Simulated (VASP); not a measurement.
# Ru: single point with PBE

The system is Ru.

```
CELL_PARAMETERS angstrom
-1.50001 1.50001 1.50001
1.50001 -1.50001 1.50001
1.50001 1.50001 -1.50001
ATOMIC_POSITIONS crystal
Ru 0.00000 0.00000 0.00000
```

| Item | Value |
| --- | --- |
| Program | VASP 6.6.1 |
| Task | single point |
| Functional | PBE |
| Potentials or basis | VASP PAW PBE potentials, release 64 (Ru_pv) |
| Cutoff | 520 eV |
| k mesh | 10 × 10 × 10 |
| Occupations | gaussian, width 0.05 eV |
| Spin | no spin polarisation |

- Pressure: 16.8 GPa
- Band gap on the k mesh: zero (band 7 reaches 15.03 eV, above the bottom of band 8 at 11.58 eV)

Levels at points of the mesh, in eV from the Fermi level:
| k point | band 5 | band 6 | band 7 | band 8 | band 9 | band 10 |
| --- | --- | --- | --- | --- | --- | --- |
| (0.00, 0.00, 0.00) | -2.92 | -2.92 | -2.92 | -0.08 | -0.08 | 10.51 |
| (0.50, 0.00, 0.00) | -4.76 | -0.09 | 0.41 | 1.24 | 2.59 | 10.49 |
| (0.50, 0.50, 0.50) | -6.56 | 1.94 | 1.94 | 1.94 | 9.56 | 9.56 |

It took 4.8 s on 1 thread of AMD EPYC 9R14 (Zen 4) (shared host), peak memory 0.1 GiB.
